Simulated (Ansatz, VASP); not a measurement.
## Al: VASP beside Ansatz

```
Al
1.0
    -1.51166    1.51166    1.63100
     1.51166   -1.51166    1.63100
     1.51166    1.51166   -1.63100
Al
1
Direct
  0.00000 0.00000 0.00000
```

Change from the starting cell: strain -0.050 along x and y, +0.025 along z, atoms carried along.

Alike in both runs: task single point; functional r2SCAN; k mesh 20 × 20 × 20; occupations gaussian, width 0.15 eV; no spin polarisation.

|  | VASP | Ansatz |
| --- | --- | --- |
| version | VASP 6.6.1 | Ansatz 0.2.0 |
| potentials or method | VASP PAW PBE potentials, release 64 (Al), cutoff 520 eV | scalar-relativistic, plane waves, PAW |
| valence electrons in the cell | 3 | 3 |

|  | VASP | Ansatz | Ansatz less VASP |
| --- | --- | --- | --- |
| gap on the k mesh at the Fermi level (eV) | none | none | - |
| pressure (GPa) | 7.8 | 8.2 | +0.38 |
| traceless stress, the component that is largest in VASP (GPa) | 2.94 | 2.94 | 0.000 |

VASP's potentials were made for PBE, not for r2SCAN. A gap of «none» marks a metal or a gap that the smearing closes. The functional is the same, so the differences come from potentials, cutoffs and numerics.
